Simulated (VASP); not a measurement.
# Mn (Pm-3m) in VASP: further runs

Runs on Mn. Level: PBE. Tasks: relaxation of cell and atoms, single point.

Everything below comes from runs of VASP 6.6.1. Logs are shortened: lines on timing, memory, paths and dates and some standing lists are left out, and cuts for length are marked.

**1. The cell of the first run**

It takes space group Pm-3m (No. 221, cubic). The conventional cell has a = 2.389 Å, b = 2.389 Å, c = 2.389 Å, α = 90.00°, β = 90.00°, γ = 90.00°. Mn (site symmetry m-3m) has 6 Mn at 2.39 Å within 3.2 Å.

This isn't the form of Mn at room conditions, which is a 58-atom cubic cell.

**2. Relaxation of cell and atoms, PBE, collinear spin, ferromagnetic start**

File INCAR:

```
SYSTEM = Mn
PREC     = Accurate       ! precision mode
ENCUT    = 500            ! plane-wave cutoff, eV
EDIFF    = 1E-7           ! SCF threshold, eV
ISMEAR   = 0              ! smearing method
SIGMA    = 0.1            ! smearing width, eV
LREAL    = .False.        ! projectors in reciprocal space
LASPH    = .True.         ! aspherical terms in the spheres
NELM     = 200            ! most SCF steps
ALGO     = Normal         ! electronic algorithm
ISIF     = 3              ! what is computed and relaxed
LWAVE    = .False.        ! write WAVECAR
LCHARG   = .False.        ! write CHGCAR
ISPIN    = 2              ! spin polarisation
MAGMOM   = 1.38           ! initial moments
LORBIT   = 11             ! projections on sites
LMAXMIX  = 4              ! l up to which the mixer works
GGA      = PE             ! functional
IBRION   = 2              ! ionic algorithm
NSW      = 90             ! ionic steps
EDIFFG   = -0.04          ! ionic threshold
GGA_COMPAT= .False.      
NELMIN   = 4
```

File KPOINTS:

```
regular mesh
0
Gamma
  8 8 8
  0 0 0
```

File POSCAR:

```
Mn
1.0
    2.3890424971      0.0000000000      0.0000000000
    0.0000000000      2.3890424971      0.0000000000
    0.0000000000      0.0000000000      2.3890424971
Mn
1
Direct
    0.0000000000      0.0000000000      0.0000000000
```

Potentials or basis: VASP PAW PBE potentials, release 64 (Mn_pv).

Command:

```
$ cat potpaw_PBE.64/Mn_pv/POTCAR > POTCAR
$ mpirun -np 1 vasp_std > vasp.out
```

OUTCAR:

```text
SYSTEM = Mn
   PREC = Accurate
   ENCUT = 500
   EDIFF = 1E-7
   ISMEAR = 0
   LREAL = .False.
   LASPH = .True.
   NELM = 200
   ISIF = 3
   ISPIN = 2
   LORBIT = 11
   GGA = PE
   IBRION = 2
   NSW = 90
   EDIFFG = -0.04
   NELMIN = 4

 ion  position               nearest neighbor table
   1  0.000  0.000  0.000-

  LATTYP: Found a simple cubic cell.
 ALAT       =     2.3890424971

  Lattice vectors:

 A1 = (   2.3890424971,   0.0000000000,   0.0000000000)
 A2 = (   0.0000000000,   2.3890424971,   0.0000000000)
 A3 = (   0.0000000000,   0.0000000000,   2.3890424971)

Analysis of symmetry for initial positions (statically):
=====================================================================
 Subroutine PRICEL returns:
 Original cell was already a primitive cell.

 Routine SETGRP: Setting up the symmetry group for a
 simple cubic supercell.

 Subroutine GETGRP returns: Found 48 space group operations
 (whereof 48 operations were pure point group operations)
 out of a pool of 48 trial point group operations.

The static configuration has the point symmetry O_h .

Analysis of symmetry for dynamics (positions and initial velocities):
=====================================================================
 Subroutine PRICEL returns:
 Original cell was already a primitive cell.

 Routine SETGRP: Setting up the symmetry group for a
 simple cubic supercell.

 Subroutine GETGRP returns: Found 48 space group operations
 (whereof 48 operations were pure point group operations)
 out of a pool of 48 trial point group operations.

The dynamic configuration has the point symmetry O_h .

Analysis of structural, dynamic, and magnetic symmetry:
=====================================================================
 Subroutine PRICEL returns:
 Original cell was already a primitive cell.

 Routine SETGRP: Setting up the symmetry group for a
 simple cubic supercell.

 Subroutine GETGRP returns: Found 48 space group operations
 (whereof 48 operations were pure point group operations)
 out of a pool of 48 trial point group operations.

The overall configuration has the point symmetry O_h .

 Subroutine INISYM returns: Found 48 space group operations
 (whereof 48 operations are pure point group operations),
 and found     1 'primitive' translations

----------------------------------------------------------------------------------------

                                     Primitive cell

  volume of cell :      13.6355

  direct lattice vectors                    reciprocal lattice vectors
     2.389042497  0.000000000  0.000000000     0.418577736  0.000000000  0.000000000
     0.000000000  2.389042497  0.000000000     0.000000000  0.418577736  0.000000000
     0.000000000  0.000000000  2.389042497     0.000000000  0.000000000  0.418577736

  length of vectors
     2.389042497  2.389042497  2.389042497     0.418577736  0.418577736  0.418577736

  position of ions in fractional coordinates (direct lattice)
     0.000000000  0.000000000  0.000000000

  ion indices of the primitive-cell ions
   primitive index   ion index
                 1           1

----------------------------------------------------------------------------------------

 KPOINTS: regular mesh

Automatic generation of k-mesh.
 Grid dimensions read from file:
 generate k-points for:    8    8    8

 Generating k-lattice:

  Cartesian coordinates                     Fractional coordinates (reciprocal lattice)
     0.052322217  0.000000000  0.000000000     0.125000000  0.000000000  0.000000000
     0.000000000  0.052322217  0.000000000     0.000000000  0.125000000  0.000000000
     0.000000000  0.000000000  0.052322217     0.000000000  0.000000000  0.125000000

  Length of vectors
     0.052322217  0.052322217  0.052322217

  Shift w.r.t. Gamma in fractional coordinates (k-lattice)
     0.000000000  0.000000000  0.000000000

 Subroutine IBZKPT returns following result:
 ===========================================

 Found     35 irreducible k-points:

 Following reciprocal coordinates:
            Coordinates               Weight
  0.000000  0.000000  0.000000      1.000000
  0.125000  0.000000  0.000000      6.000000
  0.250000  0.000000  0.000000      6.000000
  0.375000  0.000000  0.000000      6.000000
  0.500000  0.000000  0.000000      3.000000
  0.125000  0.125000  0.000000     12.000000
[... 16 lines left out ...]
  0.375000  0.375000  0.125000     24.000000
  0.500000  0.375000  0.125000     24.000000
 [... further k-points ...]
   k-points           NKPTS =     35   k-points in BZ     NKDIM =     35   number of bands    NBANDS=     11
   number of dos      NEDOS =    301   number of ions     NIONS =      1
   total plane-waves  NPLWV =   5832
   dimension x,y,z NGX =    18 NGY =   18 NGZ =   18
   dimension x,y,z NGXF=    36 NGYF=   36 NGZF=   36
   ions per type =               1
   NGX,Y,Z   is equivalent  to a cutoff of  12.53, 12.53, 12.53 a.u.
   NGXF,Y,Z  is equivalent  to a cutoff of  25.05, 25.05, 25.05 a.u.
 SYSTEM =  Mn
   PREC   = accura    normal or accurate (medium, high low for compatibility)
   ISTART =      0    job   : 0-new  1-cont  2-samecut
   ICHARG =      2    charge: 1-file 2-atom 10-const
   ISPIN  =      2    spin polarized calculation?
   LNONCOLLINEAR =      F non collinear calculations
   LSORBIT =      F    spin-orbit coupling
   LASPH  =      T    aspherical Exc in radial PAW
   ENCUT  =  500.0 eV  36.75 Ry    6.06 a.u.   4.36  4.36  4.36*2*pi/ulx,y,z
   NELM   =    200;   NELMIN=  4; NELMDL= -5     # of ELM steps
   EDIFF  = 0.1E-06   stopping-criterion for ELM
   LREAL  =      F    real-space projection
   EDIFFG = -.4E-01   stopping-criterion for IOM
   NSW    =     90    number of steps for IOM
   IBRION =      2    ionic relax: 0-MD 1-quasi-New 2-CG
   NFREE  =      1    steps in history (QN), initial steepest desc. (CG)
   ISIF   =      3    stress and relaxation
   ISYM   =      2    0-nonsym 1-usesym 2-fastsym
   POTIM  = 0.5000    time-step for ionic-motion
   TEBEG  =    0.0;   TEEND  =   0.0 temperature during run
   PSTRESS=    0.0 pullay stress
   NELECT =      13.0000    total number of electrons
   NUPDOWN=      -1.0000    fix difference up-down
   EMIN   =  10.00;   EMAX   =-10.00  energy-range for DOS
   EFERMI =   0.00;   METHOD = LEGACY
   ISMEAR =     0;   SIGMA  =   0.10  broadening in eV -4-tet -1-fermi 0-gaus
   EFERMI_NEDOS =   21; number of points for ismear=-14 and -15
   IALGO  =     38    algorithm
   IMIX   =      4    mixing-type and parameters
     AMIX     =   0.40;   BMIX     =  1.00
     AMIX_MAG =   1.60;   BMIX_MAG =  1.00
  volume/ion in A,a.u.               =      13.64        92.02
  Fermi-wavevector in a.u.,A,eV,Ry     =   1.611259  3.044838 35.322849  2.596156
  Thomas-Fermi vector in A             =   2.706678
   LORBIT       =     11    0 simple, 1 ext, 2 COOP (PROOUT), +10 PAW based schemes
   GGA     = PE    functional components
   LHFCALC =     F    Hartree Fock is set to
   AEXX    =    0.0000 exact exchange contribution
   IVDW    =     0    specifies the selected vdW correction
   LEPSILON=     F    determine dielectric tensor
   LRPA    =     F    only Hartree local field effects (RPA)
 conjugate gradient relaxation of ions
 spin polarized calculation
 Gauss-broadening in eV      SIGMA  =   0.10
  energy-cutoff  :      500.00
  volume of cell :       13.64
 maximum number of plane-waves:       360
 NGX is ok and might be reduce to    18
   NGX =  9   NGY =  9   NGZ =  9

--------------------------------------- Ionic step        1  -------------------------------------------

 number of electron      13.0000021 magnetization       1.2854470

 Free energy of the ion-electron system (eV)
  ---------------------------------------------------
  ext. energy  EPLUGINS =         0.00000000
  ---------------------------------------------------
  free energy    TOTEN  =        -7.97984830 eV

  energy without entropy =       -7.96901575  energy(sigma->0) =       -7.97443203

------------------------ aborting loop because EDIFF is reached ----------------------------------------

  FORCE on cell =-STRESS in cart. coord.  units (eV):
  Direction    XX          YY          ZZ          XY          YZ          ZX
  --------------------------------------------------------------------------------------
  -------------------------------------------------------------------------------------
  Total       -1.1793480     -1.1793480     -1.1793480      0.0000000      0.0000000     -0.0000000
  in kB     -138.5737381   -138.5737381   -138.5737381      0.0000000      0.0000000     -0.0000000
  external PRESSURE =    -138.5737381 kB  Pullay stress =       0.0000000 kB
[... 57 lines left out ...]
--------------------------------------- Ionic step        3  -------------------------------------------

 number of electron      13.0000024 magnetization      -0.0000009

 number of electron      13.0000024 magnetization       0.0000060

 Free energy of the ion-electron system (eV)
  ---------------------------------------------------
  ext. energy  EPLUGINS =         0.00000000
  ---------------------------------------------------
  free energy    TOTEN  =        -8.08381429 eV

  energy without entropy =       -8.07481192  energy(sigma->0) =       -8.07931310

 E-fermi :   9.4184     XC(G=0): -13.2966

 val. band max:        9.3990393219   @ k =   0.2500   0.2500   0.1250
 cond. band min:       9.4945473445   @ k =   0.5000   0.5000   0.2500
 fundamental gap:      0.0955080226
 Fermi energy:         9.4184367509

 spin component 1

 k-point     1 :       0.0000    0.0000    0.0000
  band No.  band energies     occupation
      1     -38.2599      1.00000
      2     -38.2599      1.00000
      3     -38.2599      1.00000
      4       1.4784      1.00000
      5       5.7956      1.00000
      6       5.7956      1.00000
      7      11.1191      0.00000
      8      11.1191      0.00000
      9      11.1191      0.00000
     10      29.8672      0.00000
     11      29.8672      0.00000
[... 309 lines left out ...]
 k-point    24 :       0.5000    0.3750    0.1250
  band No.  band energies     occupation
      1     -39.0112      1.00000
      2     -38.8761      1.00000
      3     -38.2397      1.00000
      4       5.0612      1.00000
      5       7.6514      1.00000
      6       8.7946      1.00000
      7       9.1050      1.00000
      8      11.2482      0.00000
      9      15.5646      0.00000
     10      16.5824      0.00000
     11      23.8271      0.00000

 [... further k-points ...]

 spin component 2

 k-point     1 :       0.0000    0.0000    0.0000
  band No.  band energies     occupation
      1     -38.2599      1.00000
      2     -38.2599      1.00000
      3     -38.2599      1.00000
      4       1.4784      1.00000
      5       5.7956      1.00000
      6       5.7956      1.00000
      7      11.1191      0.00000
      8      11.1191      0.00000
      9      11.1191      0.00000
     10      29.8672      0.00000
     11      29.8672      0.00000
[... 350 lines left out ...]
  FREE ENERGIE OF THE ION-ELECTRON SYSTEM (eV)
  ---------------------------------------------------
  free  energy   TOTEN  =        -8.0838142897 eV

  energy  without entropy=       -8.0748119196  energy(sigma->0) =       -8.07931310

 reached required accuracy - stopping structural energy minimisation

 total charge

# of ion       s       p       d       tot
------------------------------------------
    1        0.422   6.316   5.264  12.002

 magnetization (x)

# of ion       s       p       d       tot
------------------------------------------
    1        0.000   0.000   0.000   0.000
```

It took 12 s on 1 thread of Intel Xeon 6975P-C (Granite Rapids), shared host; peak memory 0.13 GiB.

Results:

```
Free energy                                           : -8.0838 eV
Relaxed volume                                        : 11.89 Å³/atom
Relaxed cell                                          : a = 2.282 Å, b = 2.282 Å, c = 2.282 Å, α = 90.00°, β = 90.00°, γ = 90.00°
Space group after relaxing (to 0.1 Å)                 : Pm-3m (No. 221)
Energy gained by relaxing                             : 104.0 meV/atom
Ionic steps                                           : 3
Pressure after relaxing                               : 0.5 GPa
Net moment                                            : 0.00 μB per cell
Valence electrons inside the program's atomic spheres : Mn 12.00
```

Step by step:
| step | energy change (eV) | largest force (eV/Å) | pressure (GPa) | volume (Å³) |
| --- | --- | --- | --- | --- |
| 1 | 0.0000 | 0.0000 | -13.86 | 13.64 |
| 2 | -0.0904 | 0.0000 | 9.53 | 11.44 |
| 3 | -0.1040 | 0.0000 | 0.46 | 11.89 |

Final structure:
```
Mn
1.0
     2.28219    0.00000    0.00000
     0.00000    2.28219    0.00000
     0.00000    0.00000    2.28219
Mn
1
Direct
  0.00000 0.00000 0.00000
```

**3. Single point, PBE**

This run uses another cell than the first one, of 11.90 Å³/atom.

File INCAR:

```
SYSTEM = Mn
  PREC = Accurate
  ENCUT = 500
  EDIFF = 1E-6
  ISMEAR = 0
  SIGMA = 0.1
  LREAL = .FALSE.
  LASPH = .TRUE.
  NELM = 120
  ALGO = Normal
  ISIF = 2
  LWAVE = .FALSE.
  LCHARG = .TRUE.
  GGA = PE
  LELF = .TRUE.
  LVHAR = .TRUE.
  NBANDS = 12
  GGA_COMPAT = .FALSE.
```

File KPOINTS:

```
Automatic mesh
0
G
  24 24 24
  0 0 0
```

File POSCAR:

```
Mn
1.0
    2.2829517406      0.0000000000      0.0000000000
    0.0000000000      2.2829517406      0.0000000000
    0.0000000000      0.0000000000      2.2829517406
Mn
1
Direct
    0.0000000000      0.0000000000      0.0000000000
```

Potentials or basis: VASP PAW PBE potentials, release 64 (Mn_pv).

Command:

```
$ cat potpaw_PBE.64/Mn_pv/POTCAR > POTCAR
$ mpirun -np 1 vasp_std > vasp.out
```

It took 17 s on 1 thread of Intel Xeon 6975P-C (Granite Rapids), shared host; peak memory 0.16 GiB.

The run converged. Its results:

| Property | Result |
| --- | --- |
| Free energy | -8.0628 eV |
| Pressure | 0.1 GPa |
| Band gap on the k mesh | zero (an odd number of electrons rules out a gap without spin polarisation) |

Levels at points of the mesh, in eV from the Fermi level:
| k point | band 2 | band 3 | band 4 | band 5 | band 6 | band 7 | band 8 | band 9 | band 10 | band 11 |
| --- | --- | --- | --- | --- | --- | --- | --- | --- | --- | --- |
| (0.00, 0.00, 0.00) | -47.72 | -47.72 | -7.99 | -3.67 | -3.67 | 1.66 | 1.66 | 1.66 | 20.38 | 20.38 |
| (0.50, 0.00, 0.00) | -47.64 | -47.64 | -3.62 | -2.95 | -1.04 | -0.16 | -0.16 | 1.82 | 6.63 | 22.44 |
| (0.50, 0.50, 0.00) | -48.47 | -47.57 | -4.91 | -2.26 | 0.23 | 0.23 | 2.87 | 6.07 | 6.07 | 12.72 |
| (0.50, 0.50, 0.50) | -48.36 | -48.36 | -3.38 | -3.38 | -3.38 | 2.97 | 2.97 | 11.97 | 14.11 | 14.11 |

Caveat: the run has no spin polarisation, though such a crystal can be magnetic. Spin polarisation is off, so any magnetic state and its effect on volume and gap are missing.
